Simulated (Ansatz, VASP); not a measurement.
One calculation of Ge, two programs

```
Ge
1.0
     3.19849    0.00000    0.00000
    -1.59925    2.76998    0.00000
     0.00000    0.00000    6.64079
Ge
3
Direct
  0.33333 0.66667 0.83326
  0.66667 0.33333 0.16674
  0.00000 0.00000 0.50000
```

Alike in both runs: functional PBE; k mesh 6 × 6 × 4; occupations gaussian, width 0.1 eV; no spin polarisation.

Ansatz relaxed the structure, and its values are those at the end. VASP's run is a single point on that final structure, the one shown.

|  | VASP | Ansatz |
| --- | --- | --- |
| version | VASP 6.6.1 | Ansatz 0.2.0 |
| potentials or method | VASP PAW PBE potentials, release 64 (Ge_d), cutoff 520 eV | scalar-relativistic, plane waves, PAW |
| valence electrons in the cell | 42 | 42 |

```tsv
	VASP	Ansatz	Ansatz less VASP
gap on the k mesh at the Fermi level (eV)	none	none	-
pressure (GPa)	-0.1	0.0	+0.10
```

A gap of «none» marks a metal or a gap that the smearing closes.

The k mesh is coarse, so the values compare programs but aren't converged.
